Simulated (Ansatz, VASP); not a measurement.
Two plane-wave programs on SiNi

```
Ni Si
1.0
     2.94277    0.00000    0.00000
     0.00000    3.28033    0.00000
     0.00000    0.00000    4.67745
Ni Si
2 2
Direct
  0.50000 0.50000 0.34250
  0.00000 0.00000 0.65750
  0.50000 0.50000 0.84314
  0.00000 0.00000 0.15686
```

Alike in both runs: task single point; functional PBE; k mesh 8 × 7 × 5; occupations fermi-dirac, width 0.05 eV; collinear spin; fixed moment 0.5 μB.

|  | VASP | Ansatz |
| --- | --- | --- |
| version | VASP 6.6.1 | Ansatz 0.2.0 |
| potentials or method | VASP PAW PBE potentials, release 64 (Ni, Si) | Ansatz PAW |
| plane-wave cutoff (eV) | 520 | 420 |
| valence electrons in the cell | 28 | 44 |

|  | VASP | Ansatz | Ansatz less VASP |
| --- | --- | --- | --- |
| pressure (GPa) | 7.4 | 7.4 | -0.05 |
| traceless stress, the component that is largest in VASP (GPa) | -1.10 | -1.05 | +0.054 |
| rms of the force components (eV/Å) | 0.051 | 0.048 | -0.0024 |
| net moment per atom (μB) | 0.12 | 0.13 | 0.000 |
| size of the moment on the site where the two differ most (μB) | 0.04 | 0.04 | +0.003 |

Site moments also hang on the region over which each program counts them. Atom by atom the forces differ by 0.004 eV/Å (rms over components). With one functional, cell and mesh, what is left measures potentials, basis and numerics. VASP's potentials hold 28 valence electrons a cell and Ansatz's 44, so a difference there can come from the potentials and not from the codes.
